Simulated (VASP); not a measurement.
Input of a VASP 6.6.1 run:

The input INCAR:

```
AGGAC = 1.0
AGGAX = 1.0
ALDAC = 0.0
ALDAX = 1.0
ALGO = Normal
EDIFF = 1E-6
EDIFFG = -0.01
ENCUT = 600
GGA = B5
IBRION = 2
ISIF = 3
ISMEAR = -1
IVDW = 12
LASPH = T
LCHARG = F
LREAL = F
LWAVE = F
NELM = 60
NSW = 60
PREC = Accurate
SIGMA = 0.05
VDW_A1 = 0.4298
VDW_A2 = 4.2359
VDW_S6 = 1.0
VDW_S8 = 2.6996
```

The input KPOINTS:

```
k-points
0
Gamma
  10 10 10
```

The input POSCAR:

```
Sn
1.0
   -1.8946518192      1.8946518192      1.8946518192
    1.8946518192     -1.8946518192      1.8946518192
    1.8946518192      1.8946518192     -1.8946518192
Sn
1
Direct
    0.0000000000      0.0000000000      0.0000000000
```

Potentials or basis: VASP PAW PBE potentials, release 64 (Sn_d).

Run with:

```bash
$ cat potpaw_PBE.64/Sn_d/POTCAR > POTCAR
$ mpirun -np 1 vasp_std > vasp.out
```

Predict the space group after relaxing (to 0.05 Å).

Im-3m (No. 229).

Predict the dispersion energy per atom.

-0.914 eV.

Estimate the band gap on the k mesh.

zero (band 7 reaches 16.16 eV, above the bottom of band 8 at 6.34 eV).

Final structure:
```cif
data_structure
_symmetry_space_group_name_H-M 'P 1'
_symmetry_Int_Tables_number 1
_cell_length_a 3.2859
_cell_length_b 3.2859
_cell_length_c 3.2859
_cell_angle_alpha 109.471
_cell_angle_beta 109.471
_cell_angle_gamma 109.471
_cell_volume 27.31
loop_
_atom_site_label
_atom_site_type_symbol
_atom_site_fract_x
_atom_site_fract_y
_atom_site_fract_z
_atom_site_occupancy
Sn1 Sn 0.00000 0.00000 0.00000 1
```

Caveat: spin-orbit coupling is left out, which moves the levels of the heavy elements.
